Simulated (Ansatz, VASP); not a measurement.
## CuSi16: VASP beside Ansatz

```
Si Cu
1.0
     0.00000    5.43000    5.43000
     5.43000    0.00000    5.43000
     5.43000    5.43000    0.00000
Si Cu
16 1
Direct
  0.99993 0.00009 0.99982
  0.12433 0.12398 0.12587
  0.00000 0.00012 0.50020
  0.12456 0.12494 0.62532
  0.99593 0.50144 0.00125
  0.12455 0.62575 0.12589
  0.00011 0.49945 0.50022
  0.12473 0.62579 0.62359
  0.50180 0.99488 0.00158
  0.62559 0.12442 0.12596
  0.49907 0.00034 0.50028
  0.62566 0.12456 0.62378
  0.50214 0.50214 0.00180
  0.62645 0.62544 0.12361
  0.50240 0.50236 0.49305
  0.62579 0.62602 0.62390
  0.37714 0.37556 0.87307
```

Alike in both runs: functional PBE; k mesh 2 × 2 × 2; occupations gaussian, width 0.05 eV; collinear spin.

Ansatz relaxed the structure, and its values are those at the end. VASP's run is a single point on that final structure, the one shown.

|  | VASP | Ansatz |
| --- | --- | --- |
| version | VASP 6.6.1 | Ansatz 0.2.0 |
| potentials or method | VASP PAW PBE potentials, release 64 (Si, Cu), cutoff 520 eV | scalar-relativistic, plane waves, PAW |
| valence electrons in the cell | 75 | 83 |

Ansatz gave:

```
rms of the force components (eV/Å) : 0.002
net moment per atom (μB)           : 0.00
```

What did VASP give for the same quantities?

rms of the force components (eV/Å): 0.007; net moment per atom (μB): 0.00.

VASP's potentials hold 75 valence electrons a cell and Ansatz's 83, so a difference there can come from the potentials and not from the codes. Ansatz's warnings: seeded moment not kept.

The k mesh is coarse, so the values compare programs but aren't converged.
